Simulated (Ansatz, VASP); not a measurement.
**WC: VASP beside Ansatz**

```
CELL_PARAMETERS angstrom
0.00000 2.33090 2.33090
2.33090 0.00000 2.33090
2.33090 2.33090 0.00000
ATOMIC_POSITIONS crystal
W 0.00000 0.00000 0.00000
C 0.25000 0.25000 0.25000
```

Alike in both runs: functional PBEsol; k mesh 8 × 8 × 8; occupations gaussian, width 0.1 eV; no spin polarisation.

Ansatz relaxed the structure, and its values are those at the end. VASP's run is a single point on that final structure, the one shown.

|  | VASP | Ansatz |
| --- | --- | --- |
| version | VASP 6.6.1 | Ansatz 0.2.0 |
| potentials or method | VASP PAW PBE potentials, release 64 (W_sv, C), cutoff 520 eV | scalar-relativistic, plane waves, PAW |
| valence electrons in the cell | 18 | 18 |

|  | VASP | Ansatz | Ansatz less VASP |
| --- | --- | --- | --- |
| gap on the k mesh at the Fermi level (eV) | none | none | - |
| pressure (GPa) | 0.7 | -0.1 | -0.89 |

VASP's potentials were made for PBE, not for PBEsol. A gap of «none» marks a metal or a gap that the smearing closes.

Neither program's run includes spin-orbit coupling.
